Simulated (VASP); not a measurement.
A run of VASP 6.6.1 is set up as follows.

Contents of INCAR:

```
SYSTEM = S
ALGO = Normal
EDIFF = 1E-6
ENCUT = 520
ISIF = 2
ISMEAR = 0
LASPH = .True.
LCHARG = .False.
LREAL = .False.
LWAVE = .False.
NBANDS = 9
NELM = 100
PREC = Accurate
SIGMA = 0.15
```

File KPOINTS:

```
k-points
0
Gamma
  20 20 20
  0 0 0
```

POSCAR

```
S
1.0
    0.0000000000      1.9943503440      1.9644350888
    1.9943503440      0.0000000000      1.9644350888
    1.9943503440      1.9943503440      0.0000000000
S
1
Direct
    0.0000000000      0.0000000000      0.0000000000
```

Potentials or basis: VASP PAW LDA potentials, release 64 (S).

The run is started by

```bash
$ cat potpaw_LDA.64/S/POTCAR > POTCAR
$ mpirun -np 1 vasp_std > vasp.out
```

Question: Estimate the pressure.

Answer: -5.4 GPa.

Question: Predict the band gap on the k mesh.

Answer: Zero (band 3 reaches 10.79 eV, above the bottom of band 4 at 4.85 eV).

Stress tensor (GPa, compression positive):
```
-5.01  0.00  0.00
 0.00 -5.01  0.00
 0.00  0.00 -6.27
```

Caveat: the cell differs from its parent crystal (strain +0.000 along x and y, -0.015 along z).
